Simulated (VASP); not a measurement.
Zr, 2 atoms in the cell. It takes space group P6_3/mmc (No. 194, hexagonal). The conventional cell has a = 3.232 Å, b = 3.232 Å, c = 5.147 Å, α = 90.00°, β = 90.00°, γ = 120.00°. Zr (site symmetry -6m2) has 12 Zr at 3.18 to 3.23 Å within 4.2 Å. 

- Program: VASP 6.6.1
- Task: relaxation of cell and atoms
- Functional: LDA
- Potentials or basis: VASP PAW LDA potentials, release 64 (Zr_sv)
- Cutoff: 600 eV
- k mesh: 8 × 8 × 5
- Occupations: gaussian, width 0.1 eV
- Spin: no spin polarisation
- Dipole correction: no
- Further INCAR settings: ALGO = Normal; EDIFF = 1e-06; IBRION = 2; EDIFFG = -0.02; NSW = 80; ISIF = 3

Potentials or basis: VASP PAW LDA potentials, release 64 (Zr_sv).

Command:

```console
$ cat potpaw_LDA.64/Zr_sv/POTCAR > POTCAR
$ mpirun -np 1 vasp_std > vasp.out
```

Hardware: 1 thread of AMD EPYC 7571, with other jobs on the host.

How long does it take, and how much memory?

Wall time 3.6 min on 1 thread of AMD EPYC 7571 (shared host), peak memory 0.14 GiB. Counts: scf iterations 48, k points 30, ion steps 6.
